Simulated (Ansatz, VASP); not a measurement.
**One calculation of Lu, two programs**

```
CELL_PARAMETERS angstrom
0.00000 2.05875 2.05875
2.05875 0.00000 2.05875
2.05875 2.05875 0.00000
ATOMIC_POSITIONS crystal
Lu 0.00000 0.00000 0.00000
```

Change from the starting cell: volume scaled by 0.6, LAPW.

Alike in both runs: task single point; functional PBE; k mesh 15 × 15 × 15; occupations fermi-dirac, width 0.1 eV; no spin polarisation.

|  | VASP | Ansatz |
| --- | --- | --- |
| version | VASP 6.6.1 | Ansatz 0.2.0 |
| potentials or method | VASP PAW PBE potentials, release 64 (Lu), cutoff 520 eV | all-electron LAPW, scalar-relativistic |

Ansatz gave:

- pressure (GPa): 52.8

Task: Which values does VASP return?

Result: Pressure (GPa): 54.0.

Both programs put the cell under a high pressure, so it lies far from rest at this level. Ansatz ran all-electron here, and VASP with PAW potentials.

Spin-orbit coupling is off throughout.
